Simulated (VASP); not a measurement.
# Ba (P4/mmm) in VASP: a series of runs

The runs below take Ba through single point, with LDA.

Program: VASP 6.6.1. These are calculated values, not measurements. Logs are shortened: lines on timing, memory, paths and dates and some standing lists are left out, and cuts for length are marked.

### 1 The cell of the first run

The structure is tetragonal, space group P4/mmm (No. 123). The conventional cell has a = 4.000 Å, b = 4.000 Å, c = 3.606 Å, α = 90.00°, β = 90.00°, γ = 90.00°. Within 4.7 Å of Ba (site symmetry 4/mmm) lie 6 Ba at 3.61 to 4.00 Å.

### 2 Single point, LDA

Contents of INCAR:

```
SYSTEM = Ba
PREC = Accurate ; ENCUT = 520
EDIFF = 1E-7 ; ISMEAR = -1
SIGMA = 0.1 ; LREAL = .FALSE.
LASPH = .TRUE. ; NELM = 100
ALGO = Normal ; ISIF = 2
LWAVE = .FALSE. ; LCHARG = .FALSE.
GGA = CA ; NBANDS = 11
```

Contents of KPOINTS:

```
Automatic mesh
0
G
  9 9 10
  0 0 0
```

Contents of POSCAR:

```
Ba
1.0
    3.9996500000      0.0000000000      0.0000000000
    0.0000000000      3.9996500000      0.0000000000
    0.0000000000      0.0000000000      3.6055390000
Ba
1
Direct
    0.5000000000      0.5000000000      0.5000000000
```

Potentials or basis: VASP PAW LDA potentials, release 64 (Ba_sv).

Run with:

```sh
$ cat potpaw_LDA.64/Ba_sv/POTCAR > POTCAR
$ mpirun -np 1 vasp_std > vasp.out
```

OUTCAR:

```text
SYSTEM = Ba
   PREC = Accurate
   ENCUT = 520
   EDIFF = 1E-7
   ISMEAR = -1
   LREAL = .FALSE.
   LASPH = .TRUE.
   NELM = 100
   ISIF = 2
   GGA = CA

 ion  position               nearest neighbor table
   1  0.500  0.500  0.500-

  LATTYP: Found a simple tetragonal cell.
 ALAT       =     3.9996500000
 C/A-ratio  =     0.9014636281

  Lattice vectors:

 A1 = (   3.9996500000,   0.0000000000,   0.0000000000)
 A2 = (   0.0000000000,   3.9996500000,   0.0000000000)
 A3 = (   0.0000000000,   0.0000000000,   3.6055390000)

Analysis of symmetry for initial positions (statically):
=====================================================================
 Subroutine PRICEL returns:
 Original cell was already a primitive cell.

 Routine SETGRP: Setting up the symmetry group for a
 simple tetragonal supercell.

 Subroutine GETGRP returns: Found 16 space group operations
 (whereof 16 operations were pure point group operations)
 out of a pool of 16 trial point group operations.

The static configuration has the point symmetry D_4h.

Analysis of symmetry for dynamics (positions and initial velocities):
=====================================================================
 Subroutine PRICEL returns:
 Original cell was already a primitive cell.

 Routine SETGRP: Setting up the symmetry group for a
 simple tetragonal supercell.

 Subroutine GETGRP returns: Found 16 space group operations
 (whereof 16 operations were pure point group operations)
 out of a pool of 16 trial point group operations.

The dynamic configuration has the point symmetry D_4h.

 Subroutine INISYM returns: Found 16 space group operations
 (whereof 16 operations are pure point group operations),
 and found     1 'primitive' translations

----------------------------------------------------------------------------------------

                                     Primitive cell

  volume of cell :      57.6785

  direct lattice vectors                    reciprocal lattice vectors
     3.999650000  0.000000000  0.000000000     0.250021877  0.000000000  0.000000000
     0.000000000  3.999650000  0.000000000     0.000000000  0.250021877  0.000000000
     0.000000000  0.000000000  3.605539000     0.000000000  0.000000000  0.277351042

  length of vectors
     3.999650000  3.999650000  3.605539000     0.250021877  0.250021877  0.277351042

  position of ions in fractional coordinates (direct lattice)
     0.500000000  0.500000000  0.500000000

  ion indices of the primitive-cell ions
   primitive index   ion index
                 1           1

----------------------------------------------------------------------------------------

 KPOINTS: Automatic mesh

Automatic generation of k-mesh.
 Grid dimensions read from file:
 generate k-points for:    9    9   10

 Generating k-lattice:

  Cartesian coordinates                     Fractional coordinates (reciprocal lattice)
     0.027780209  0.000000000  0.000000000     0.111111111  0.000000000  0.000000000
     0.000000000  0.027780209  0.000000000     0.000000000  0.111111111  0.000000000
     0.000000000  0.000000000  0.027735104     0.000000000  0.000000000  0.100000000

  Length of vectors
     0.027780209  0.027780209  0.027735104

  Shift w.r.t. Gamma in fractional coordinates (k-lattice)
     0.000000000  0.000000000  0.000000000

 Subroutine IBZKPT returns following result:
 ===========================================

 Found     90 irreducible k-points:

 Following reciprocal coordinates:
            Coordinates               Weight
  0.000000  0.000000  0.000000      1.000000
  0.111111  0.000000  0.000000      4.000000
  0.222222  0.000000  0.000000      4.000000
  0.333333  0.000000  0.000000      4.000000
  0.444444  0.000000  0.000000      4.000000
  0.111111  0.111111  0.000000      4.000000
[... 16 lines left out ...]
  0.333333  0.111111  0.100000     16.000000
  0.444444  0.111111  0.100000     16.000000
 [... further k-points ...]
   k-points           NKPTS =     90   k-points in BZ     NKDIM =     90   number of bands    NBANDS=     11
   number of dos      NEDOS =    301   number of ions     NIONS =      1
   total plane-waves  NPLWV =  25200
   dimension x,y,z NGX =    30 NGY =   30 NGZ =   28
   dimension x,y,z NGXF=    60 NGYF=   60 NGZF=   56
   ions per type =               1
   NGX,Y,Z   is equivalent  to a cutoff of  12.47, 12.47, 12.91 a.u.
   NGXF,Y,Z  is equivalent  to a cutoff of  24.94, 24.94, 25.82 a.u.
 SYSTEM =  Ba
   PREC   = accura    normal or accurate (medium, high low for compatibility)
   ISTART =      0    job   : 0-new  1-cont  2-samecut
   ICHARG =      2    charge: 1-file 2-atom 10-const
   ISPIN  =      1    spin polarized calculation?
   LNONCOLLINEAR =      F non collinear calculations
   LSORBIT =      F    spin-orbit coupling
   LASPH  =      T    aspherical Exc in radial PAW
   ENCUT  =  520.0 eV  38.22 Ry    6.18 a.u.   7.44  7.44  6.70*2*pi/ulx,y,z
   NELM   =    100;   NELMIN=  2; NELMDL= -5     # of ELM steps
   EDIFF  = 0.1E-06   stopping-criterion for ELM
   LREAL  =      F    real-space projection
   EDIFFG = 0.1E-05   stopping-criterion for IOM
   NSW    =      0    number of steps for IOM
   IBRION =     -1    ionic relax: 0-MD 1-quasi-New 2-CG
   NFREE  =      0    steps in history (QN), initial steepest desc. (CG)
   ISIF   =      2    stress and relaxation
   ISYM   =      2    0-nonsym 1-usesym 2-fastsym
   POTIM  = 0.5000    time-step for ionic-motion
   TEBEG  =    0.0;   TEEND  =   0.0 temperature during run
   PSTRESS=    0.0 pullay stress
   NELECT =      10.0000    total number of electrons
   NUPDOWN=      -1.0000    fix difference up-down
   EMIN   =  10.00;   EMAX   =-10.00  energy-range for DOS
   EFERMI =   0.00;   METHOD = LEGACY
   ISMEAR =    -1;   SIGMA  =   0.10  broadening in eV -4-tet -1-fermi 0-gaus
   EFERMI_NEDOS =   21; number of points for ismear=-14 and -15
   IALGO  =     38    algorithm
   IMIX   =      4    mixing-type and parameters
     AMIX     =   0.40;   BMIX     =  1.00
     AMIX_MAG =   1.60;   BMIX_MAG =  1.00
  volume/ion in A,a.u.               =      57.68       389.23
  Fermi-wavevector in a.u.,A,eV,Ry     =   0.912858  1.725052 11.337878  0.833311
  Thomas-Fermi vector in A             =   2.037303
   LORBIT       =      0    0 simple, 1 ext, 2 COOP (PROOUT), +10 PAW based schemes
   GGA     = CA    functional components
   LHFCALC =     F    Hartree Fock is set to
   AEXX    =    0.0000 exact exchange contribution
   IVDW    =     0    specifies the selected vdW correction
   LEPSILON=     F    determine dielectric tensor
   LRPA    =     F    only Hartree local field effects (RPA)
 non-spin polarized calculation
  energy-cutoff  :      520.00
  volume of cell :       57.68
 maximum number of plane-waves:      1574
 NGX is ok and might be reduce to    30
   NGX = 15   NGY = 15   NGZ = 13

 number of electron      10.0000000 magnetization

 number of electron       9.9999999 magnetization

 Free energy of the ion-electron system (eV)
  ---------------------------------------------------
  ext. energy  EPLUGINS =         0.00000000
  ---------------------------------------------------
  free energy    TOTEN  =        -1.92393433 eV

  energy without entropy =       -1.87796006  energy(sigma->0) =       -1.90094720

 E-fermi :   1.6123     XC(G=0):  -7.8758

 val. band max:        1.5613782217   @ k =   0.1111   0.0000   0.0000
 cond. band min:       1.6294404963   @ k =   0.0000   0.0000   0.1000
 fundamental gap:      0.0680622746
 Fermi energy:         1.6123093709

 k-point     1 :       0.0000    0.0000    0.0000
  band No.  band energies     occupation
      1     -27.3542      2.00000
      2     -12.2206      2.00000
      3     -12.2206      2.00000
      4     -11.8493      2.00000
      5      -0.9353      2.00000
      6       1.5087      1.47610
      7       1.5576      1.26704
      8       6.3373      0.00000
      9       7.1932      0.00000
     10       7.1932      0.00000
     11       9.0937      0.00000

 k-point     2 :       0.1111    0.0000    0.0000
  band No.  band energies     occupation
      1     -27.3481      2.00000
      2     -12.3063      2.00000
      3     -12.2133      2.00000
      4     -11.8431      2.00000
      5      -0.7512      2.00000
      6       1.5614      1.24929
      7       1.7241      0.49266
      8       5.8908      0.00000
      9       6.8535      0.00000
     10       7.2168      0.00000
     11       8.4591      0.00000

 k-point     3 :       0.2222    0.0000    0.0000
  band No.  band energies     occupation
      1     -27.3325      2.00000
      2     -12.5144      2.00000
      3     -12.1949      2.00000
      4     -11.8272      2.00000
      5      -0.2861      2.00000
      6       1.6870      0.64293
      7       2.1672      0.00775
      8       5.1251      0.00000
      9       6.2023      0.00000
     10       7.2779      0.00000
     11       7.5455      0.00000

 k-point     4 :       0.3333    0.0000    0.0000
  band No.  band energies     occupation
      1     -27.3146      2.00000
      2     -12.7372      2.00000
      3     -12.1737      2.00000
      4     -11.8091      2.00000
      5       0.2797      2.00000
      6       1.8430      0.18115
      7       2.5542      0.00016
      8       4.5069      0.00000
      9       5.6432      0.00000
     10       7.2778      0.00000
     11       7.3498      0.00000
[... 239 lines left out ...]
 k-point    22 :       0.2222    0.1111    0.1000
  band No.  band energies     occupation
      1     -27.3114      2.00000
      2     -12.4880      2.00000
      3     -12.2628      2.00000
      4     -11.9791      2.00000
      5       0.0833      2.00000
      6       2.0580      0.02292
      7       2.3484      0.00127
      8       4.6914      0.00000
      9       5.5400      0.00000
     10       6.3177      0.00000
     11       8.5815      0.00000

 k-point    23 :       0.3333    0.1111    0.1000
  band No.  band energies     occupation
      1     -27.2937      2.00000
      2     -12.7076      2.00000
      3     -12.2403      2.00000
      4     -11.9592      2.00000
      5       0.6535      1.99986
      6       2.2160      0.00476
      7       2.5324      0.00020
      8       4.2576      0.00000
      9       5.2451      0.00000
     10       6.4311      0.00000
     11       7.9767      0.00000

 k-point    24 :       0.4444    0.1111    0.1000
  band No.  band energies     occupation
      1     -27.2820      2.00000
      2     -12.8442      2.00000
      3     -12.2255      2.00000
      4     -11.9461      2.00000
      5       1.1748      1.97513
      6       2.2000      0.00559
      7       2.3584      0.00115
      8       4.0322      0.00000
      9       5.4491      0.00000
     10       6.5097      0.00000
     11       8.1153      0.00000

 [... further k-points ...]
[... 5 lines left out ...]
  --------------------------------------------------------------------------------------
  -------------------------------------------------------------------------------------
  Total       -0.6407272     -0.6407272      0.5561733      0.0000000      0.0000000      0.0000000
  in kB      -17.7979339    -17.7979339     15.4492187      0.0000000      0.0000000      0.0000000
  external PRESSURE =      -6.7155497 kB  Pullay stress =       0.0000000 kB

 VOLUME and BASIS-vectors are now :
 -----------------------------------------------------------------------------
  energy-cutoff  :      520.00
  volume of cell :       57.68
      direct lattice vectors                 reciprocal lattice vectors
     3.999650000  0.000000000  0.000000000     0.250021877  0.000000000  0.000000000
     0.000000000  3.999650000  0.000000000     0.000000000  0.250021877  0.000000000
     0.000000000  0.000000000  3.605539000     0.000000000  0.000000000  0.277351042

 POSITION                                       TOTAL-FORCE (eV/Angst)
 -----------------------------------------------------------------------------------
      1.99982      1.99982      1.80277         0.000000      0.000000      0.000000
 -----------------------------------------------------------------------------------
    total drift:                                0.000000      0.000000      0.000000

  FREE ENERGIE OF THE ION-ELECTRON SYSTEM (eV)
  ---------------------------------------------------
  free  energy   TOTEN  =        -1.9239343291 eV

  energy  without entropy=       -1.8779600627  energy(sigma->0) =       -1.90094720
```

Run time: 46 s. Hardware: 1 thread of Intel Xeon Platinum 8375C at 2.90GHz (Ice Lake), shared host; peak memory 0.18 GiB.

What came out:

- Free energy: -1.9239 eV
- Pressure: -0.7 GPa
- Band gap on the k mesh: zero (band 5 reaches 1.75 eV, above the bottom of band 6 at 1.33 eV)

Stress tensor (GPa, compression positive):
```
-1.78  0.00  0.00
 0.00 -1.78  0.00
 0.00  0.00  1.54
```

Caveat: spin-orbit coupling is left out, which moves the levels of the heavy elements.

### 3 Single point, LDA

This run uses another cell than the first one, of 59.62 Å³/atom, 1.034 times its volume.

Contents of INCAR:

```
SYSTEM = Ba
ALGO     = Normal         ! electronic algorithm
EDIFF    = 1E-6           ! SCF threshold, eV
ENCUT    = 520            ! plane-wave cutoff, eV
GGA      = CA             ! functional
ISIF     = 2              ! what is computed and relaxed
ISMEAR   = -1             ! smearing method
LASPH    = .True.         ! aspherical terms in the spheres
LCHARG   = .False.        ! write CHGCAR
LREAL    = .False.        ! projectors in reciprocal space
LWAVE    = .False.        ! write WAVECAR
NBANDS   = 11             ! bands
NELM     = 100            ! most SCF steps
PREC     = Accurate       ! precision mode
SIGMA    = 0.1            ! smearing width, eV
```

Contents of KPOINTS:

```
k-points
0
Gamma
  9 9 10
  0 0 0
```

Contents of POSCAR:

```
Ba
1.0
    4.0663108333      0.0000000000      0.0000000000
    0.0000000000      4.0663108333      0.0000000000
    0.0000000000      0.0000000000      3.6055390000
Ba
1
Direct
    0.5000000000      0.5000000000      0.5000000000
```

Potentials or basis: VASP PAW LDA potentials, release 64 (Ba_sv).

Run with:

```sh
$ cat potpaw_LDA.64/Ba_sv/POTCAR > POTCAR
$ mpirun -np 1 vasp_std > vasp.out
```

Wall time 49 s (1 thread of Intel Xeon Platinum 8375C at 2.90GHz (Ice Lake), shared host); peak memory 0.18 GiB.

It converged, with:

```
Free energy            : -1.9007 eV
Pressure               : -0.8 GPa
Band gap on the k mesh : zero (band 5 reaches 1.64 eV, above the bottom of band 6 at 1.22 eV)
```

Stress tensor (GPa, compression positive):
```
-2.06  0.00  0.00
 0.00 -2.06  0.00
 0.00  0.00  1.62
```

Levels at points of the mesh, in eV from the Fermi level:
```csv
k point,band 3,band 4,band 5,band 6,band 7,band 8
"(0.00, 0.00, 0.00)",-13.90,-13.49,-2.53,-0.09,-0.03,4.51
"(0.00, 0.00, 0.50)",-13.73,-13.73,-0.27,0.95,1.40,1.99
```

Caveat: spin-orbit coupling is left out, which moves the levels of the heavy elements.

(Part 1 of 3 ends here.)
